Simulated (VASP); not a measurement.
Write the native input for VASP 6.6.1 that does the following.

```
Task                   : single point
Functional             : PBE
Potentials or basis    : VASP PAW PBE potentials, release 64 (B, P)
Cutoff                 : 520 eV
k mesh                 : 10 × 10 × 10
Occupations            : gaussian, width 0.02 eV
Spin                   : no spin polarisation
Dipole correction      : no
Further INCAR settings : ALGO = Normal; EDIFF = 1e-06; NBANDS = 11
```

The structure of BP lies in POSCAR:

```
BP
1.0
    0.0000000000      2.2037868749      2.2037868749
    2.2037868749      0.0000000000      2.2037868749
    2.2037868749      2.2037868749      0.0000000000
B P
1 1
Direct
    0.5000000000      0.5000000000      0.5000000000
    0.7500000000      0.7500000000      0.7500000000
```

This cell differs from its parent crystal: volume scaled by 0.91.

The input as run:

INCAR

```
PREC = Accurate
ENCUT = 520
EDIFF = 1E-6
ISMEAR = 0
SIGMA = 0.02
LREAL = False
LASPH = True
NELM = 100
ALGO = Normal
ISIF = 2
LWAVE = False
LCHARG = False
GGA = PE
NBANDS = 11
```

KPOINTS

```
regular mesh
0
Gamma
  10 10 10
```

Potentials or basis: VASP PAW PBE potentials, release 64 (B, P).

Launch:

```console
$ cat potpaw_PBE.64/B/POTCAR potpaw_PBE.64/P/POTCAR > POTCAR
$ mpirun -np 1 vasp_std > vasp.out
```

It gave:

| Property | Result |
| --- | --- |
| Pressure | 17.9 GPa |
| Band gap on the k mesh | 1.12 eV, indirect (least direct gap 3.55 eV) |

Run time: 10 s on 1 thread of Intel Xeon 8259CL (shared host), peak memory 0.13 GiB.
